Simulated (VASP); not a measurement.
Input of a VASP 6.6.1 run:

File INCAR:

```
  ALGO = Normal
  EDIFF = 1E-6
  ENCUT = 520
  GGA = PS
  ISIF = 2
  ISMEAR = 0
  LASPH = T
  LCHARG = F
  LREAL = F
  LWAVE = F
  NBANDS = 12
  NELM = 100
  PREC = Accurate
  SIGMA = 0.1
```

KPOINTS

```
k-points
0
Gamma
  12 12 10
```

Contents of POSCAR:

```
Be
1.0
    2.4207767281     -2.5651480324      0.0000000000
    2.4207767281      2.5651480324      0.0000000000
    0.0000000000      0.0000000000      4.8997059756
Be
4
Direct
    0.1617894600      0.8382105400      0.1965141100
    0.8382105400      0.1617894600      0.8034858900
    0.3382105400      0.6617894600      0.6965141100
    0.6617894600      0.3382105400      0.3034858900
```

Potentials or basis: VASP PAW PBE potentials, release 64 (Be).

Launch:

```bash
$ cat potpaw_PBE.64/Be/POTCAR > POTCAR
$ mpirun -np 1 vasp_std > vasp.out
```

(1) Estimate the largest force.

(2) What does it give for the pressure?

Results:

(1) 0.515 eV/Å.

(2) -19.5 GPa.

Caveat: the cell differs from its parent crystal (Ca replaced by Be, lengths x 0.727, strained); the PAW data sets were made with another functional, which shifts forces and pressure a little.
